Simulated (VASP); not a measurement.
Set up this calculation in VASP 6.6.1, as the native input.

```yaml
Task: relaxation of cell and atoms
Functional: PBE
Potentials_or_basis: VASP PAW PBE potentials, release 64 (B, P)
Cutoff: 600 eV
k_mesh: 6 × 6 × 2
Occupations: gaussian, width 0.2 eV
Spin: no spin polarisation
Dipole_correction: no
Further_INCAR_settings: ALGO = Normal; EDIFF = 1e-07; IBRION = 2; EDIFFG = -0.08; NSW = 36; ISIF = 3
```

The structure of BP2 lies in POSCAR:

```
BP2
1.0
    3.2200000000      0.0000000000      0.0000000000
   -1.6100000000      2.7886018000      0.0000000000
    0.0000000000      0.0000000000      9.8000000000
B P
2 4
Direct
    0.6666666700      0.3333333300      0.7400000000
    0.3333333300      0.6666666700      0.2600000000
    0.6666666700      0.3333333300      0.9390000000
    0.0000000000      0.0000000000      0.6730000000
    0.3333333300      0.6666666700      0.0610000000
    0.0000000000      0.0000000000      0.3270000000
```

One way to write it, as run:

INCAR

```
PREC = Accurate
ENCUT = 600
EDIFF = 1E-7
ISMEAR = 0
SIGMA = 0.2
LREAL = F
LASPH = T
NELM = 100
ALGO = Normal
ISIF = 3
LWAVE = F
LCHARG = F
GGA = PE
IBRION = 2
NSW = 36
EDIFFG = -0.08
```

KPOINTS

```
Automatic mesh
0
Gamma
  6 6 2
```

Potentials or basis: VASP PAW PBE potentials, release 64 (B, P).

Launch:

```sh
$ cat potpaw_PBE.64/B/POTCAR potpaw_PBE.64/P/POTCAR > POTCAR
$ mpirun -np 1 vasp_std > vasp.out
```

Results of the run:

```yaml
Relaxed_volume: 14.98 Å³/atom
Relaxed_cell: a = 3.276 Å, b = 3.276 Å, c = 9.667 Å, α = 90.00°, β = 90.00°, γ = 120.00°
Space_group_after_relaxing_to_0.1_Å: P-3m1 (No. 164)
Energy_gained_by_relaxing: 16.0 meV/atom
Ionic_steps: 4
Pressure_after_relaxing: 0.3 GPa
Largest_force_after_relaxing: 0.070 eV/Å
Band_gap_on_the_k_mesh: zero (bands 13 and 14 overlap by 1.18 eV)
```

Caveat: the k points lie up to 0.37 Å⁻¹ apart in the final cell, too coarse for converged energies and pressures of a metal; this functional lacks dispersion, which binds the layers, so the pressure and a relaxed spacing across them are unreliable; the relaxation stopped at a loose force limit of 0.08 eV/Å, so its end isn't a converged minimum.

Wall time 51 s on 1 thread of AMD EPYC 9R45 96-Core Processor (Zen 5), with other jobs on the host, peak memory 0.21 GiB.
